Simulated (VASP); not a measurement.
# BiTe in VASP: notebook

BiTe is run at these levels: PBE; tasks: single point.

Everything below comes from runs of VASP 6.6.1. Logs are shortened: lines on timing, memory, paths and dates and some standing lists are left out, and cuts for length are marked.

**1. The cell of the first run**

Symmetry: Fm-3m, No. 225, cubic system. Conventional cell: a = 6.276 Å, b = 6.276 Å, c = 6.276 Å, α = 90.00°, β = 90.00°, γ = 90.00°. Bi (site symmetry m-3m) has 6 Te at 3.14 Å within 4.1 Å. Te (site symmetry m-3m) has 6 Bi at 3.14 Å within 4.1 Å.

**2. Single point, PBE (strain -0.030 along x and y, -0.030 along z)**

INCAR

```
  PREC = Accurate
  ENCUT = 520
  EDIFF = 1E-6
  ISMEAR = 0
  SIGMA = 0.15
  LREAL = F
  LASPH = T
  NELM = 100
  ALGO = Normal
  ISIF = 2
  LWAVE = F
  LCHARG = T
  GGA = PE
  LELF = T
  LVHAR = T
  NBANDS = 18
```

KPOINTS

```
regular mesh
0
Gamma
  14 14 14
```

POSCAR

```
BiTe
1.0
    0.0000000000      3.1379500000      3.1379500000
    3.1379500000      0.0000000000      3.1379500000
    3.1379500000      3.1379500000      0.0000000000
Bi Te
1 1
Direct
    0.0000000000      0.0000000000      0.0000000000
    0.5000000000      0.5000000000      0.5000000000
```

Potentials or basis: VASP PAW PBE potentials, release 64 (Bi_d, Te).

The run is started by

```bash
$ cat potpaw_PBE.64/Bi_d/POTCAR potpaw_PBE.64/Te/POTCAR > POTCAR
$ mpirun -np 1 vasp_std > vasp.out
```

OUTCAR:

```text
PREC = Accurate
   ENCUT = 520
   EDIFF = 1E-6
   ISMEAR = 0
   LREAL = F
   LASPH = T
   NELM = 100
   ISIF = 2
   GGA = PE

 ion  position               nearest neighbor table
   1  0.000  0.000  0.000-   2 3.14   2 3.14   2 3.14   2 3.14   2 3.14   2 3.14
   2  0.500  0.500  0.500-   1 3.14   1 3.14   1 3.14   1 3.14   1 3.14   1 3.14

  LATTYP: Found a face centered cubic cell.
 ALAT       =     6.2759000000

  Lattice vectors:

 A1 = (   0.0000000000,   3.1379500000,   3.1379500000)
 A2 = (   3.1379500000,   0.0000000000,   3.1379500000)
 A3 = (   3.1379500000,   3.1379500000,   0.0000000000)

Analysis of symmetry for initial positions (statically):
=====================================================================
 Subroutine PRICEL returns:
 Original cell was already a primitive cell.

 Routine SETGRP: Setting up the symmetry group for a
 face centered cubic supercell.

 Subroutine GETGRP returns: Found 48 space group operations
 (whereof 48 operations were pure point group operations)
 out of a pool of 48 trial point group operations.

The static configuration has the point symmetry O_h .

Analysis of symmetry for dynamics (positions and initial velocities):
=====================================================================
 Subroutine PRICEL returns:
 Original cell was already a primitive cell.

 Routine SETGRP: Setting up the symmetry group for a
 face centered cubic supercell.

 Subroutine GETGRP returns: Found 48 space group operations
 (whereof 48 operations were pure point group operations)
 out of a pool of 48 trial point group operations.

The dynamic configuration has the point symmetry O_h .

 Subroutine INISYM returns: Found 48 space group operations
 (whereof 48 operations are pure point group operations),
 and found     1 'primitive' translations

----------------------------------------------------------------------------------------

                                     Primitive cell

  volume of cell :      61.7971

  direct lattice vectors                    reciprocal lattice vectors
     0.000000000  3.137950000  3.137950000    -0.159339696  0.159339696  0.159339696
     3.137950000  0.000000000  3.137950000     0.159339696 -0.159339696  0.159339696
     3.137950000  3.137950000  0.000000000     0.159339696  0.159339696 -0.159339696

  length of vectors
     4.437731448  4.437731448  4.437731448     0.275984450  0.275984450  0.275984450

  position of ions in fractional coordinates (direct lattice)
     0.000000000  0.000000000  0.000000000
     0.500000000  0.500000000  0.500000000

  ion indices of the primitive-cell ions
   primitive index   ion index
                 1           1
                 2           2

----------------------------------------------------------------------------------------

 KPOINTS: regular mesh

Automatic generation of k-mesh.
 Grid dimensions read from file:
 generate k-points for:   14   14   14

 Generating k-lattice:

  Cartesian coordinates                     Fractional coordinates (reciprocal lattice)
    -0.011381407  0.011381407  0.011381407     0.071428571  0.000000000  0.000000000
     0.011381407 -0.011381407  0.011381407     0.000000000  0.071428571  0.000000000
     0.011381407  0.011381407 -0.011381407     0.000000000  0.000000000  0.071428571

  Length of vectors
     0.019713175  0.019713175  0.019713175

  Shift w.r.t. Gamma in fractional coordinates (k-lattice)
     0.000000000  0.000000000  0.000000000

 Subroutine IBZKPT returns following result:
 ===========================================

 Found    104 irreducible k-points:

 Following reciprocal coordinates:
            Coordinates               Weight
  0.000000  0.000000  0.000000      1.000000
  0.071429  0.000000  0.000000      8.000000
  0.142857  0.000000  0.000000      8.000000
  0.214286  0.000000  0.000000      8.000000
  0.285714  0.000000  0.000000      8.000000
  0.357143  0.000000  0.000000      8.000000
[... 16 lines left out ...]
  0.214286  0.142857  0.000000     24.000000
  0.285714  0.142857  0.000000     24.000000
 [... further k-points ...]
   k-points           NKPTS =    104   k-points in BZ     NKDIM =    104   number of bands    NBANDS=     18
   number of dos      NEDOS =    301   number of ions     NIONS =      2
   total plane-waves  NPLWV =  46656
   dimension x,y,z NGX =    36 NGY =   36 NGZ =   36
   dimension x,y,z NGXF=    72 NGYF=   72 NGZF=   72
   ions per type =               1   1
   NGX,Y,Z   is equivalent  to a cutoff of  13.49, 13.49, 13.49 a.u.
   NGXF,Y,Z  is equivalent  to a cutoff of  26.97, 26.97, 26.97 a.u.
 SYSTEM =  unknown system
   PREC   = accura    normal or accurate (medium, high low for compatibility)
   ISTART =      0    job   : 0-new  1-cont  2-samecut
   ICHARG =      2    charge: 1-file 2-atom 10-const
   ISPIN  =      1    spin polarized calculation?
   LNONCOLLINEAR =      F non collinear calculations
   LSORBIT =      F    spin-orbit coupling
   LASPH  =      T    aspherical Exc in radial PAW
   ENCUT  =  520.0 eV  38.22 Ry    6.18 a.u.   8.25  8.25  8.25*2*pi/ulx,y,z
   NELM   =    100;   NELMIN=  2; NELMDL= -5     # of ELM steps
   EDIFF  = 0.1E-05   stopping-criterion for ELM
   LREAL  =      F    real-space projection
   EDIFFG = 0.1E-04   stopping-criterion for IOM
   NSW    =      0    number of steps for IOM
   IBRION =     -1    ionic relax: 0-MD 1-quasi-New 2-CG
   NFREE  =      0    steps in history (QN), initial steepest desc. (CG)
   ISIF   =      2    stress and relaxation
   ISYM   =      2    0-nonsym 1-usesym 2-fastsym
   POTIM  = 0.5000    time-step for ionic-motion
   TEBEG  =    0.0;   TEEND  =   0.0 temperature during run
   PSTRESS=    0.0 pullay stress
   NELECT =      21.0000    total number of electrons
   NUPDOWN=      -1.0000    fix difference up-down
   EMIN   =  10.00;   EMAX   =-10.00  energy-range for DOS
   EFERMI =   0.00;   METHOD = LEGACY
   ISMEAR =     0;   SIGMA  =   0.15  broadening in eV -4-tet -1-fermi 0-gaus
   EFERMI_NEDOS =   21; number of points for ismear=-14 and -15
   IALGO  =     38    algorithm
   IMIX   =      4    mixing-type and parameters
     AMIX     =   0.40;   BMIX     =  1.00
     AMIX_MAG =   1.60;   BMIX_MAG =  1.00
  volume/ion in A,a.u.               =      30.90       208.51
  Fermi-wavevector in a.u.,A,eV,Ry     =   1.142419  2.158858 17.757237  1.305120
  Thomas-Fermi vector in A             =   2.279116
   LORBIT       =      0    0 simple, 1 ext, 2 COOP (PROOUT), +10 PAW based schemes
   GGA     = PE    functional components
   LHFCALC =     F    Hartree Fock is set to
   AEXX    =    0.0000 exact exchange contribution
   IVDW    =     0    specifies the selected vdW correction
   LEPSILON=     F    determine dielectric tensor
   LRPA    =     F    only Hartree local field effects (RPA)
 non-spin polarized calculation
 Gauss-broadening in eV      SIGMA  =   0.15
  energy-cutoff  :      520.00
  volume of cell :       61.80
 maximum number of plane-waves:      1687
 NGX is ok and might be reduce to    36
   NGX = 17   NGY = 17   NGZ = 17

 number of electron      20.9999999 magnetization

 Free energy of the ion-electron system (eV)
  ---------------------------------------------------
  ext. energy  EPLUGINS =         0.00000000
  ---------------------------------------------------
  free energy    TOTEN  =        -7.05581984 eV

  energy without entropy =       -7.04082683  energy(sigma->0) =       -7.04832334

 E-fermi :   7.8414     XC(G=0):  -9.8492

 val. band max:        7.8274302322   @ k =  -0.3571   0.3571   0.1429
 cond. band min:       7.8525711361   @ k =   0.1429   0.1429   0.0000
 fundamental gap:      0.0251409039
 Fermi energy:         7.8413905285

 k-point     1 :       0.0000    0.0000    0.0000
  band No.  band energies     occupation
      1     -15.3939      2.00000
      2     -15.3939      2.00000
      3     -15.3848      2.00000
      4     -15.3848      2.00000
      5     -15.3848      2.00000
      6      -6.3887      2.00000
[... 10 lines left out ...]
     17      14.1015      0.00000
     18      14.3769      0.00000

 k-point     2 :       0.0714    0.0000    0.0000
  band No.  band energies     occupation
      1     -15.3942      2.00000
      2     -15.3942      2.00000
      3     -15.3847      2.00000
      4     -15.3844      2.00000
      5     -15.3844      2.00000
      6      -6.3374      2.00000
[... 10 lines left out ...]
     17      14.5213      0.00000
     18      14.7298      0.00000

 k-point     3 :       0.1429    0.0000    0.0000
  band No.  band energies     occupation
      1     -15.3951      2.00000
      2     -15.3951      2.00000
      3     -15.3843      2.00000
      4     -15.3832      2.00000
      5     -15.3832      2.00000
      6      -6.1840      2.00000
[... 10 lines left out ...]
     17      15.4707      0.00000
     18      15.6341      0.00000

 k-point     4 :       0.2143    0.0000    0.0000
  band No.  band energies     occupation
      1     -15.3964      2.00000
      2     -15.3964      2.00000
      3     -15.3838      2.00000
      4     -15.3812      2.00000
      5     -15.3812      2.00000
      6      -5.9302      2.00000
[... 10 lines left out ...]
     17      16.6228      0.00000
     18      16.6980      0.00000

 k-point     5 :       0.2857    0.0000    0.0000
  band No.  band energies     occupation
      1     -15.3981      2.00000
      2     -15.3981      2.00000
      3     -15.3833      2.00000
      4     -15.3789      2.00000
      5     -15.3789      2.00000
      6      -5.5795      2.00000
[... 10 lines left out ...]
     17      17.6541      0.00000
     18      17.9110      0.00000

 k-point     6 :       0.3571    0.0000    0.0000
  band No.  band energies     occupation
      1     -15.3997      2.00000
      2     -15.3997      2.00000
      3     -15.3828      2.00000
      4     -15.3767      2.00000
      5     -15.3767      2.00000
      6      -5.1377      2.00000
[... 307 lines left out ...]
 k-point    21 :      -0.0714    0.0714    0.0000
  band No.  band energies     occupation
      1     -15.3952      2.00000
      2     -15.3941      2.00000
      3     -15.3847      2.00000
      4     -15.3840      2.00000
      5     -15.3833      2.00000
      6      -6.2522      2.00000
[... 10 lines left out ...]
     17      14.5970      0.00000
     18      15.0823      0.00000

 k-point    22 :       0.1429    0.1429    0.0000
  band No.  band energies     occupation
      1     -15.3979      2.00000
      2     -15.3926      2.00000
      3     -15.3858      2.00000
      4     -15.3820      2.00000
      5     -15.3820      2.00000
      6      -6.1182      2.00000
[... 10 lines left out ...]
     17      14.6738      0.00000
     18      14.7585      0.00000

 k-point    23 :       0.2143    0.1429    0.0000
  band No.  band energies     occupation
      1     -15.3998      2.00000
      2     -15.3926      2.00000
      3     -15.3860      2.00000
      4     -15.3805      2.00000
      5     -15.3802      2.00000
      6      -5.9355      2.00000
[... 10 lines left out ...]
     17      15.1280      0.00000
     18      15.1851      0.00000

 k-point    24 :       0.2857    0.1429    0.0000
  band No.  band energies     occupation
      1     -15.4017      2.00000
      2     -15.3934      2.00000
      3     -15.3855      2.00000
      4     -15.3790      2.00000
      5     -15.3780      2.00000
      6      -5.6562      2.00000
[... 10 lines left out ...]
     17      16.0274      0.00000
     18      16.0826      0.00000

 [... further k-points ...]
[... 5 lines left out ...]
  --------------------------------------------------------------------------------------
  -------------------------------------------------------------------------------------
  Total        2.4615991      2.4615991      2.4615991      0.0000000      0.0000000      0.0000000
  in kB       63.8204485     63.8204485     63.8204485      0.0000000      0.0000000      0.0000000
  external PRESSURE =      63.8204485 kB  Pullay stress =       0.0000000 kB

 VOLUME and BASIS-vectors are now :
 -----------------------------------------------------------------------------
  energy-cutoff  :      520.00
  volume of cell :       61.80
      direct lattice vectors                 reciprocal lattice vectors
     0.000000000  3.137950000  3.137950000    -0.159339696  0.159339696  0.159339696
     3.137950000  0.000000000  3.137950000     0.159339696 -0.159339696  0.159339696
     3.137950000  3.137950000  0.000000000     0.159339696  0.159339696 -0.159339696

 POSITION                                       TOTAL-FORCE (eV/Angst)
 -----------------------------------------------------------------------------------
      0.00000      0.00000      0.00000         0.000000      0.000000     -0.000000
      3.13795      3.13795      3.13795        -0.000000     -0.000000      0.000000
 -----------------------------------------------------------------------------------
    total drift:                               -0.000000      0.000000      0.000000

  FREE ENERGIE OF THE ION-ELECTRON SYSTEM (eV)
  ---------------------------------------------------
  free  energy   TOTEN  =        -7.0558198392 eV

  energy  without entropy=       -7.0408268347  energy(sigma->0) =       -7.04832334
```

Wall time 79 s (1 thread of Intel Xeon 6975P-C, shared host); peak memory 0.28 GiB.

What came out:

* Free energy: -7.0558 eV
* Pressure: 6.4 GPa

Levels at points of the mesh, in eV from the Fermi level:
```
           k point  band 8  band 9  band 10  band 11  band 12  band 13
(0.00, 0.00, 0.00)   -2.83   -2.83    -2.83     2.32     2.32     2.32
(0.50, 0.00, 0.00)   -2.14   -2.14    -1.59    -0.88    -0.80    -0.80
(0.50, 0.50, 0.00)   -6.34   -4.49    -4.49     1.86     4.01     4.01
```

Caveat: the cell differs from its parent crystal (strain -0.030 along x and y, -0.030 along z); spin-orbit coupling is left out, which moves the levels of the heavy elements.

**3. Single point, PBE (strain -0.015 along x and y, -0.015 along z)**

INCAR

```
SYSTEM = BiTe
PREC = Accurate
ENCUT = 520
EDIFF = 1E-7
ISMEAR = 0
SIGMA = 0.15
LREAL = .False.
LASPH = .True.
NELM = 80
ALGO = Normal
ISIF = 2
LWAVE = .False.
LCHARG = .True.
GGA = PE
LELF = .True.
LVHAR = .True.
NBANDS = 18
```

KPOINTS

```
Automatic mesh
0
Gamma
  14 14 14
  0 0 0
```

POSCAR

```
BiTe
1.0
    0.0000000000      3.1864750000      3.1864750000
    3.1864750000      0.0000000000      3.1864750000
    3.1864750000      3.1864750000      0.0000000000
Bi Te
1 1
Direct
    0.0000000000      0.0000000000      0.0000000000
    0.5000000000      0.5000000000      0.5000000000
```

Potentials or basis: VASP PAW PBE potentials, release 64 (Bi_d, Te).

The run is started by

```bash
$ cat potpaw_PBE.64/Bi_d/POTCAR potpaw_PBE.64/Te/POTCAR > POTCAR
$ mpirun -np 1 vasp_std > vasp.out
```

Run time: 1.8 min. Hardware: 1 thread of Intel Xeon 6975P-C, shared host; peak memory 0.29 GiB.

The run converged. Its results:

| Item | Value |
| --- | --- |
| Free energy | -7.1429 eV |
| Pressure | 3.2 GPa |

Levels at points of the mesh, in eV from the Fermi level:
```tsv
k point	band 8	band 9	band 10	band 11	band 12	band 13
(0.00, 0.00, 0.00)	-2.69	-2.69	-2.69	2.23	2.23	2.23
(0.50, 0.00, 0.00)	-2.03	-2.03	-1.60	-0.86	-0.71	-0.71
(0.50, 0.50, 0.00)	-5.99	-4.25	-4.25	2.05	3.79	3.79
```

Caveat: the cell differs from its parent crystal (strain -0.015 along x and y, -0.015 along z); spin-orbit coupling is left out, which moves the levels of the heavy elements.

(Part 1 of 2 ends here.)
